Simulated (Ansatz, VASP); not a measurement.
## KI in VASP and in Ansatz

The input INCAR:

```
SYSTEM = KI
  PREC = Accurate
  ENCUT = 520
  EDIFF = 1E-6
  ISMEAR = 0
  SIGMA = 0.05
  LREAL = .FALSE.
  LASPH = .TRUE.
  NELM = 60
  ALGO = Normal
  ISIF = 2
  LWAVE = .FALSE.
  LCHARG = .FALSE.
  GGA = PS
  NBANDS = 15
```

The input KPOINTS:

```
Automatic mesh
0
G
  6 6 6
  0 0 0
```

POSCAR

```
KI
1.0
    0.0000000000      3.2425860000      3.3835680000
    3.2425860000      0.0000000000      3.3835680000
    3.2425860000      3.2425860000      0.0000000000
K I
1 1
Direct
    0.0000000000      0.0000000000      0.0000000000
    0.5000000000      0.5000000000      0.5000000000
```

Input for Ansatz:

```yaml
crystal:
  lattice:
    - [0.0, 3.242586, 3.383568]
    - [3.242586, 0.0, 3.383568]
    - [3.242586, 3.242586, 0.0]
  atoms:
    - { symbol: K, position: [0.0, 0.0, 0.0] }
    - { symbol: I, position: [0.5, 0.5, 0.5] }
basis:
  ecutwfc: 420
kpoints:
  mp_grid: { grid: [6, 6, 6] }
hamiltonian:
  xc: pbesol
scf:
  occupations: { method: gaussian, width: 0.05 }
output:
  forces: true
  stress: true
  eigenvalues: true
```

Change from the starting cell: strain -0.080 along x and y, -0.040 along z, atoms carried along.

Alike in both runs: task single point; functional PBEsol; k mesh 6 × 6 × 6; occupations gaussian, width 0.05 eV; no spin polarisation.

|  | VASP | Ansatz |
| --- | --- | --- |
| version | VASP 6.6.1 | Ansatz 0.2.0 |
| potentials or method | VASP PAW PBE potentials, release 64 (K_sv, I), cutoff 520 eV | scalar-relativistic, plane waves, PAW |
| valence electrons in the cell | 16 | 26 |

|  | VASP | Ansatz | Ansatz less VASP |
| --- | --- | --- | --- |
| gap on the k mesh at the Fermi level (eV) | 4.30 | 4.32 | +0.015 |
| least direct gap on the mesh (eV) | 4.31 | 4.32 | +0.008 |
| pressure (GPa) | 3.9 | 3.8 | -0.09 |
| traceless stress, the component that is largest in VASP (GPa) | -1.76 | -1.74 | +0.023 |

VASP's potentials were made for PBE, not for PBEsol. VASP's potentials hold 16 valence electrons a cell and Ansatz's 26, so a difference there can come from the potentials and not from the codes.

Spin-orbit coupling is off throughout.
